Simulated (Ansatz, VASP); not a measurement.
## One calculation of PbSe, two programs

File INCAR:

```
SYSTEM = PbSe
PREC     = Accurate       ! precision mode
ENCUT    = 520            ! plane-wave cutoff, eV
EDIFF    = 1E-6           ! SCF threshold, eV
ISMEAR   = -1             ! smearing method
SIGMA    = 0.02           ! smearing width, eV
LREAL    = .FALSE.        ! projectors in reciprocal space
LASPH    = .TRUE.         ! aspherical terms in the spheres
NELM     = 100            ! most SCF steps
ALGO     = Normal         ! electronic algorithm
ISIF     = 2              ! what is computed and relaxed
LWAVE    = .FALSE.        ! write WAVECAR
LCHARG   = .FALSE.        ! write CHGCAR
GGA      = PS             ! functional
NBANDS   = 17             ! bands
```

The input KPOINTS:

```
regular mesh
0
G
  7 7 7
  0 0 0
```

Contents of POSCAR:

```
PbSe
1.0
    0.0000000000      3.0315285000      3.0621500000
    3.0315285000      0.0000000000      3.0621500000
    3.0315285000      3.0315285000      0.0000000000
Pb Se
1 1
Direct
    0.0000000000      0.0000000000      0.0000000000
    0.5000000000      0.5000000000      0.5000000000
```

Input for Ansatz:

```yaml
crystal:
  lattice:
    - [0.0, 3.0315285, 3.06215]
    - [3.0315285, 0.0, 3.06215]
    - [3.0315285, 3.0315285, 0.0]
  atoms:
    - { symbol: Pb, position: [0.0, 0.0, 0.0] }
    - { symbol: Se, position: [0.5, 0.5, 0.5] }
kpoints:
  mp_grid: { grid: [7, 7, 7] }
  band_path:
    path:
      - [0.0, 0.0, 0.0]
      - [0.0, 0.5, 0.5]
      - [0.25, 0.75, 0.5]
      - [0.0, 0.5, 0.0]
      - [0.0, 0.0, 0.0]
      - [0.5, 0.5, 0.0]
      - [0.3725125, 0.6274875, 0.0]
      - [-0.3725125, 0.3725125, 0.0]
      - [0.0, 0.0, 0.0]
    npoints: 5
scf:
  occupations: { method: fermi_dirac, width: 0.02 }
hamiltonian:
  xc: pbesol
  pseudopotentials: { kind: all_electron, lapw: { basis_error: 0.0005 } }
output:
  forces: true
  stress: true
  eigenvalues: true
```

Change from the starting cell: equal xx and yy strain of -1 %.

Alike in both runs: task single point; functional PBEsol; k mesh 7 × 7 × 7; occupations fermi-dirac, width 0.02 eV; no spin polarisation.

```csv
,VASP,Ansatz
version,VASP 6.6.1,Ansatz 0.2.0
potentials or method,"VASP PAW PBE potentials, release 64 (Pb_d, Se), cutoff 520 eV","all-electron LAPW, scalar-relativistic"
```

VASP gave:

```
gap on the k mesh at the Fermi level (eV)                     : 0.81
pressure (GPa)                                                : 0.4
traceless stress, the component that is largest in VASP (GPa) : -0.87
```

**Question.** Estimate Ansatz's values.

**Answer.** gap on the k mesh at the Fermi level (eV): 0.81; pressure (GPa): 0.5; traceless stress, the component that is largest in VASP (GPa): -0.86.

VASP's potentials were made for PBE, not for PBEsol. Ansatz ran all-electron here, and VASP with PAW potentials.

Neither program's run includes spin-orbit coupling.
